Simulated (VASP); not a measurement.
Runs of VASP 6.6.1 on Zn. The structure is that of space group P6_3/mmc (No. 194), or close to it. The cells are those of the table. 

```csv
task,cell,k mesh,cutoff (eV),gap on the mesh (eV),pressure (GPa)
relaxation of cell and atoms,"relaxed from a = 2.665, b = 2.665, c = 4.947 Å, angles 90.0, 90.0, 120.0°, 2 atoms",13 × 13 × 7,600,none,-0.1
single point,"a = 2.618, b = 2.618, c = 4.919 Å, angles 90.0, 90.0, 120.0°, 2 atoms",22 × 22 × 10,520,none,7.2
single point,"a = 2.579, b = 2.579, c = 4.847 Å, angles 90.0, 90.0, 120.0°, 2 atoms",22 × 22 × 10,520,none,(a)
single point,"a = 2.691, b = 2.691, c = 5.058 Å, angles 90.0, 90.0, 120.0°, 2 atoms",22 × 22 × 10,520,none,0.4
single point,"a = 2.691, b = 2.691, c = 5.058 Å, angles 90.0, 90.0, 120.0°, 2 atoms",13 × 13 × 7,520,none,0.3
single point,"a = 2.727, b = 2.727, c = 5.125 Å, angles 90.0, 90.0, 120.0°, 2 atoms",22 × 22 × 10,520,none,-1.8
single point,"a = 2.655, b = 2.655, c = 4.990 Å, angles 90.0, 90.0, 120.0°, 2 atoms",22 × 22 × 10,520,none,(b)
```

Alike in all rows: level RPBE; potentials or basis VASP PAW PBE potentials, release 64 (Zn); no spin polarisation; smearing fermi-dirac 0.1 eV.

**Question.** Estimate the missing entries.

**Answer.** (a) 12.0; (b) 3.4.

Caveats: the PAW data sets were made with another functional, which shifts forces and pressure a little.

A gap of «none» marks levels without a gap at the run's occupations.
